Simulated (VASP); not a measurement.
# B2P3 (P-3m1) in VASP: notebook

B2P3 is run at these levels: PBE; tasks: single point.

Program: VASP 6.6.1. These are calculated values, not measurements. Logs are shortened: lines on timing, memory, paths and dates and some standing lists are left out, and cuts for length are marked.

**1. The cell of the first run**

The structure is trigonal, space group P-3m1 (No. 164). Conventional cell: a = 3.134 Å, b = 3.134 Å, c = 7.428 Å, α = 90.00°, β = 90.00°, γ = 120.00°. Within 2.6 Å of B (site symmetry 3m) lie 6 P at 1.97 to 2.38 Å. Within 2.6 Å of P (site symmetry 3m) lie 3 B at 1.97 Å. Within 3.2 Å of P (site symmetry -3m) lie 6 B at 2.38 Å and 12 P at 2.95 to 3.13 Å.

The cell was built from a structure type or drawn by symmetry, and may not be a known phase.

**2. Single point, PBE**

Contents of INCAR:

```
PREC = Accurate
ENCUT = 520
EDIFF = 1E-6
ISMEAR = 0
SIGMA = 0.1
LREAL = False
LASPH = True
NELM = 100
ALGO = Normal
ISIF = 2
LWAVE = False
LCHARG = False
GGA = PE
NBANDS = 18
```

Contents of KPOINTS:

```
Automatic mesh
0
Gamma
  6 6 4
```

Contents of POSCAR:

```
B2P3
1.0
    3.1336096713      0.0000000000      0.0000000000
   -1.5668048356      2.7137855809      0.0000000000
    0.0000000000      0.0000000000      7.4280486154
B P
2 3
Direct
    0.6666666667      0.3333333333      0.7928096166
    0.3333333333      0.6666666667      0.2071903834
    0.6666666667      0.3333333333      0.3133280456
    0.3333333333      0.6666666667      0.6866719544
    0.0000000000      0.0000000000      0.0000000000
```

Potentials or basis: VASP PAW PBE potentials, release 64 (B, P).

On the command line:

```bash
> cat potpaw_PBE.64/B/POTCAR potpaw_PBE.64/P/POTCAR > POTCAR
> mpirun -np 1 vasp_std > vasp.out
```

OUTCAR:

```text
PREC = Accurate
   ENCUT = 520
   EDIFF = 1E-6
   ISMEAR = 0
   LREAL = False
   LASPH = True
   NELM = 100
   ISIF = 2
   GGA = PE

 ion  position               nearest neighbor table
   1  0.667  0.333  0.793-   4 1.97   4 1.97   4 1.97   5 2.38   5 2.38   5 2.38
   2  0.333  0.667  0.207-   3 1.97   3 1.97   3 1.97   5 2.38   5 2.38   5 2.38
   3  0.667  0.333  0.313-   2 1.97   2 1.97   2 1.97   5 2.95   5 2.95   5 2.95
   4  0.333  0.667  0.687-   1 1.97   1 1.97   1 1.97   5 2.95   5 2.95   5 2.95
   5  0.000  0.000  0.000-   1 2.38   2 2.38   2 2.38   1 2.38   1 2.38   2 2.38   3 2.95   4 2.95
                             3 2.95   4 2.95   3 2.95   4 2.95

  LATTYP: Found a hexagonal cell.
 ALAT       =     3.1336096713
 C/A-ratio  =     2.3704447569

  Lattice vectors:

 A1 = (   3.1336096713,   0.0000000000,   0.0000000000)
 A2 = (  -1.5668048356,   2.7137855809,   0.0000000000)
 A3 = (   0.0000000000,   0.0000000000,   7.4280486154)

Analysis of symmetry for initial positions (statically):
=====================================================================
 Subroutine PRICEL returns:
 Original cell was already a primitive cell.

 Routine SETGRP: Setting up the symmetry group for a
 hexagonal supercell.

 Subroutine GETGRP returns: Found 12 space group operations
 (whereof 12 operations were pure point group operations)
 out of a pool of 24 trial point group operations.

The static configuration has the point symmetry D_3d.

Analysis of symmetry for dynamics (positions and initial velocities):
=====================================================================
 Subroutine PRICEL returns:
 Original cell was already a primitive cell.

 Routine SETGRP: Setting up the symmetry group for a
 hexagonal supercell.

 Subroutine GETGRP returns: Found 12 space group operations
 (whereof 12 operations were pure point group operations)
 out of a pool of 24 trial point group operations.

The dynamic configuration has the point symmetry D_3d.

 Subroutine INISYM returns: Found 12 space group operations
 (whereof 12 operations are pure point group operations),
 and found     1 'primitive' translations

----------------------------------------------------------------------------------------

                                     Primitive cell

  volume of cell :      63.1677

  direct lattice vectors                    reciprocal lattice vectors
     3.133609671  0.000000000  0.000000000     0.319120792  0.184244475  0.000000000
    -1.566804836  2.713785581  0.000000000     0.000000000  0.368488950  0.000000000
     0.000000000  0.000000000  7.428048615     0.000000000  0.000000000  0.134624859

  length of vectors
     3.133609671  3.133609671  7.428048615     0.368488950  0.368488950  0.134624859

  position of ions in fractional coordinates (direct lattice)
     0.666666667  0.333333333  0.792809617
     0.333333333  0.666666667  0.207190383
     0.666666667  0.333333333  0.313328046
     0.333333333  0.666666667  0.686671954
     0.000000000  0.000000000  0.000000000

  ion indices of the primitive-cell ions
   primitive index   ion index
                 1           1
                 2           2
                 3           3
                 4           4
                 5           5

----------------------------------------------------------------------------------------

 KPOINTS: Automatic mesh

Automatic generation of k-mesh.
 Grid dimensions read from file:
 generate k-points for:    6    6    4

 Generating k-lattice:

  Cartesian coordinates                     Fractional coordinates (reciprocal lattice)
     0.053186799  0.030707413  0.000000000     0.166666667 -0.000000000  0.000000000
     0.000000000  0.061414825  0.000000000     0.000000000  0.166666667  0.000000000
     0.000000000  0.000000000  0.033656215     0.000000000  0.000000000  0.250000000

  Length of vectors
     0.061414825  0.061414825  0.033656215

  Shift w.r.t. Gamma in fractional coordinates (k-lattice)
     0.000000000  0.000000000  0.000000000

 Subroutine IBZKPT returns following result:
 ===========================================

 Found     24 irreducible k-points:

 Following reciprocal coordinates:
            Coordinates               Weight
  0.000000  0.000000  0.000000      1.000000
  0.166667 -0.000000  0.000000      6.000000
  0.333333  0.000000  0.000000      6.000000
  0.500000  0.000000  0.000000      3.000000
  0.166667  0.166667  0.000000      6.000000
  0.333333  0.166667  0.000000     12.000000
[... 16 lines left out ...]
  0.333333  0.166667  0.500000     12.000000
  0.333333  0.333333  0.500000      2.000000
   k-points           NKPTS =     24   k-points in BZ     NKDIM =     24   number of bands    NBANDS=     18
   number of dos      NEDOS =    301   number of ions     NIONS =      5
   total plane-waves  NPLWV =  32256
   dimension x,y,z NGX =    24 NGY =   24 NGZ =   56
   dimension x,y,z NGXF=    48 NGYF=   48 NGZF=  112
   ions per type =               2   3
   NGX,Y,Z   is equivalent  to a cutoff of  12.73, 12.73, 12.53 a.u.
   NGXF,Y,Z  is equivalent  to a cutoff of  25.47, 25.47, 25.07 a.u.
 SYSTEM =  unknown system
   PREC   = accura    normal or accurate (medium, high low for compatibility)
   ISTART =      0    job   : 0-new  1-cont  2-samecut
   ICHARG =      2    charge: 1-file 2-atom 10-const
   ISPIN  =      1    spin polarized calculation?
   LNONCOLLINEAR =      F non collinear calculations
   LSORBIT =      F    spin-orbit coupling
   LASPH  =      T    aspherical Exc in radial PAW
   ENCUT  =  520.0 eV  38.22 Ry    6.18 a.u.   5.83  5.83 13.81*2*pi/ulx,y,z
   NELM   =    100;   NELMIN=  2; NELMDL= -5     # of ELM steps
   EDIFF  = 0.1E-05   stopping-criterion for ELM
   LREAL  =      F    real-space projection
   EDIFFG = 0.1E-04   stopping-criterion for IOM
   NSW    =      0    number of steps for IOM
   IBRION =     -1    ionic relax: 0-MD 1-quasi-New 2-CG
   NFREE  =      0    steps in history (QN), initial steepest desc. (CG)
   ISIF   =      2    stress and relaxation
   ISYM   =      2    0-nonsym 1-usesym 2-fastsym
   POTIM  = 0.5000    time-step for ionic-motion
   TEBEG  =    0.0;   TEEND  =   0.0 temperature during run
   PSTRESS=    0.0 pullay stress
   NELECT =      21.0000    total number of electrons
   NUPDOWN=      -1.0000    fix difference up-down
   EMIN   =  10.00;   EMAX   =-10.00  energy-range for DOS
   EFERMI =   0.00;   METHOD = LEGACY
   ISMEAR =     0;   SIGMA  =   0.10  broadening in eV -4-tet -1-fermi 0-gaus
   EFERMI_NEDOS =   21; number of points for ismear=-14 and -15
   IALGO  =     38    algorithm
   IMIX   =      4    mixing-type and parameters
     AMIX     =   0.40;   BMIX     =  1.00
     AMIX_MAG =   1.60;   BMIX_MAG =  1.00
  volume/ion in A,a.u.               =      12.63        85.26
  Fermi-wavevector in a.u.,A,eV,Ry     =   1.134095  2.143129 17.499434  1.286172
  Thomas-Fermi vector in A             =   2.270799
   LORBIT       =      0    0 simple, 1 ext, 2 COOP (PROOUT), +10 PAW based schemes
   GGA     = PE    functional components
   LHFCALC =     F    Hartree Fock is set to
   AEXX    =    0.0000 exact exchange contribution
   IVDW    =     0    specifies the selected vdW correction
   LEPSILON=     F    determine dielectric tensor
   LRPA    =     F    only Hartree local field effects (RPA)
 non-spin polarized calculation
 Gauss-broadening in eV      SIGMA  =   0.10
  energy-cutoff  :      520.00
  volume of cell :       63.17
 maximum number of plane-waves:      1720
 NGX is ok and might be reduce to    24
   NGX = 11   NGY = 11   NGZ = 27

 number of electron      20.9999999 magnetization

 Free energy of the ion-electron system (eV)
  ---------------------------------------------------
  ext. energy  EPLUGINS =         0.00000000
  ---------------------------------------------------
  free energy    TOTEN  =       -27.44154690 eV

  energy without entropy =      -27.43900167  energy(sigma->0) =      -27.44027428

 E-fermi :   7.5402     XC(G=0): -10.9830

 val. band max:        7.3842689511   @ k =   0.0000   0.0000   0.5000
 cond. band min:       7.5696683890   @ k =   0.1667  -0.0000   0.5000
 fundamental gap:      0.1853994379
 Fermi energy:         7.5402003698

 k-point     1 :       0.0000    0.0000    0.0000
  band No.  band energies     occupation
      1      -8.1972      2.00000
      2      -6.6000      2.00000
      3      -4.1558      2.00000
      4       1.8929      2.00000
      5       3.7548      2.00000
      6       6.7941      2.00000
[... 10 lines left out ...]
     17      13.5060      0.00000
     18      13.5061      0.00000

 k-point     2 :       0.1667   -0.0000    0.0000
  band No.  band energies     occupation
      1      -7.7074      2.00000
      2      -6.1310      2.00000
      3      -3.6918      2.00000
      4       2.2904      2.00000
      5       3.7679      2.00000
      6       4.3251      2.00000
[... 10 lines left out ...]
     17      14.3103      0.00000
     18      14.4882      0.00000

 k-point     3 :       0.3333    0.0000    0.0000
  band No.  band energies     occupation
      1      -6.2647      2.00000
      2      -4.7755      2.00000
      3      -2.5532      2.00000
      4       0.2364      2.00000
      5       1.1831      2.00000
      6       3.5663      2.00000
[... 10 lines left out ...]
     17      14.5886      0.00000
     18      15.0602      0.00000

 k-point     4 :       0.5000    0.0000    0.0000
  band No.  band energies     occupation
      1      -4.2036      2.00000
      2      -3.9875      2.00000
      3      -2.7794      2.00000
      4      -1.4437      2.00000
      5       0.5983      2.00000
      6       1.0268      2.00000
[... 375 lines left out ...]
      4       1.4061      2.00000
      5       2.2479      2.00000
      6       2.5118      2.00000
[... 10 lines left out ...]
     17      13.6184      0.00000
     18      13.9718      0.00000

 k-point    23 :       0.3333    0.1667    0.5000
  band No.  band energies     occupation
      1      -4.7382      2.00000
      2      -3.9284      2.00000
      3      -2.1453      2.00000
      4      -0.6448      2.00000
      5       0.4913      2.00000
      6       1.7647      2.00000
[... 10 lines left out ...]
     17      15.2838      0.00000
     18      15.4055      0.00000

 k-point    24 :       0.3333    0.3333    0.5000
  band No.  band energies     occupation
      1      -2.8801      2.00000
      2      -2.8528      2.00000
      3      -2.8528      2.00000
      4      -0.9577      2.00000
      5      -0.9577      2.00000
      6       0.3075      2.00000
[... 10 lines left out ...]
     17      15.8220      0.00000
     18      15.8220      0.00000

------------------------ aborting loop because EDIFF is reached ----------------------------------------

  FORCE on cell =-STRESS in cart. coord.  units (eV):
  Direction    XX          YY          ZZ          XY          YZ          ZX
  --------------------------------------------------------------------------------------
  -------------------------------------------------------------------------------------
  Total       -0.0310081     -0.0310081     -0.0966317     -0.0000000      0.0000000     -0.0000000
  in kB       -0.7864862     -0.7864862     -2.4509532     -0.0000000      0.0000000     -0.0000000
  external PRESSURE =      -1.3413085 kB  Pullay stress =       0.0000000 kB

 VOLUME and BASIS-vectors are now :
 -----------------------------------------------------------------------------
  energy-cutoff  :      520.00
  volume of cell :       63.17
      direct lattice vectors                 reciprocal lattice vectors
     3.133609671  0.000000000  0.000000000     0.319120792  0.184244475  0.000000000
    -1.566804836  2.713785581  0.000000000     0.000000000  0.368488950  0.000000000
     0.000000000  0.000000000  7.428048615     0.000000000  0.000000000  0.134624859

 POSITION                                       TOTAL-FORCE (eV/Angst)
 -----------------------------------------------------------------------------------
      1.56680      0.90460      5.88903        -0.000000      0.000000     -0.007097
     -0.00000      1.80919      1.53902         0.000000     -0.000000      0.007097
      1.56680      0.90460      2.32742         0.000000      0.000000     -0.032778
     -0.00000      1.80919      5.10063        -0.000000     -0.000000      0.032778
      0.00000      0.00000      0.00000        -0.000000      0.000000      0.000000
 -----------------------------------------------------------------------------------
    total drift:                               -0.000000     -0.000000      0.000000

  FREE ENERGIE OF THE ION-ELECTRON SYSTEM (eV)
  ---------------------------------------------------
  free  energy   TOTEN  =       -27.4415468952 eV

  energy  without entropy=      -27.4390016683  energy(sigma->0) =      -27.44027428
```

Wall time 12 s (1 thread of Intel Xeon 6975P-C (Granite Rapids), shared host); peak memory 0.17 GiB.

What came out:

```
Free energy            : -27.4415 eV
Pressure               : -0.1 GPa
Largest force          : 0.033 eV/Å
Band gap on the k mesh : zero (an odd number of electrons rules out a gap without spin polarisation)
```

Forces in eV/Å, atoms in the order of the input:
```
B    0.000  0.000 -0.007
B    0.000  0.000  0.007
P    0.000  0.000 -0.033
P    0.000  0.000  0.033
P    0.000  0.000  0.000
```

Caveat: the k points lie up to 0.39 Å⁻¹ apart, too coarse for converged energies and pressures of a metal.

**3. Single point, PBE**

This run uses another cell than the first one, of 13.86 Å³/atom.

Contents of INCAR:

```
SYSTEM = B2P3
ALGO = Normal
EDIFF = 1E-6
ENCUT = 520
GGA = PE
ISIF = 2
ISMEAR = 0
LASPH = .True.
LCHARG = .True.
LELF = .True.
LREAL = .False.
LVHAR = .True.
LWAVE = .False.
NBANDS = 18
NELM = 80
PREC = Accurate
SIGMA = 0.1
```

Contents of KPOINTS:

```
k-points
0
Gamma
  6 6 4
  0 0 0
```

Contents of POSCAR:

```
B2P3
1.0
    3.7195449600      0.0000000000      0.0000000000
   -1.8597724800      3.2212204300      0.0000000000
    0.0000000000      0.0000000000      5.7835083900
B P
2 3
Direct
    0.6666666700      0.3333333300      0.7537643300
    0.3333333300      0.6666666700      0.2462356700
    0.6666666700      0.3333333300      0.3541093500
    0.3333333300      0.6666666700      0.6458906500
    0.0000000000      0.0000000000      0.0000000000
```

Potentials or basis: VASP PAW PBE potentials, release 64 (B, P).

On the command line:

```bash
> cat potpaw_PBE.64/B/POTCAR potpaw_PBE.64/P/POTCAR > POTCAR
> mpirun -np 1 vasp_std > vasp.out
```

It took 14 s on 1 thread of Intel Xeon 6975P-C (Granite Rapids), shared host; peak memory 0.18 GiB.

Results (log left out):

- Free energy: -24.4337 eV
- Pressure: -14.6 GPa
- Largest force: 0.749 eV/Å
- Band gap on the k mesh: zero (an odd number of electrons rules out a gap without spin polarisation)

Forces on the atoms (eV/Å):
```
B    0.000  0.000 -0.749
B    0.000  0.000  0.749
P    0.000  0.000 -0.443
P    0.000  0.000  0.443
P    0.000  0.000  0.000
```

Stress tensor (GPa, compression positive):
```
-16.47   0.00   0.00
  0.00 -16.47   0.00
  0.00   0.00 -10.87
```

Levels at points of the mesh, in eV from the Fermi level:
```
           k point  band 6  band 7  band 8  band 9  band 10  band 11  band 12  band 13  band 14  band 15
(0.00, 0.00, 0.00)   -3.76   -2.20   -1.66   -1.66    -1.21    -1.21    -0.84     1.07     2.35     2.35
(0.50, 0.00, 0.00)   -6.59   -5.79   -2.86   -2.08    -1.25    -1.04    -0.70     2.58     3.10     4.31
(0.00, 0.00, 0.50)   -3.70   -3.42   -1.82   -1.82    -1.25    -1.25    -0.11     0.73     0.73     0.87
(0.50, 0.00, 0.50)   -5.24   -4.36   -3.96   -3.13    -3.10    -0.03     0.38     1.55     2.28     4.25
```

Caveat: the cell stands under tension.
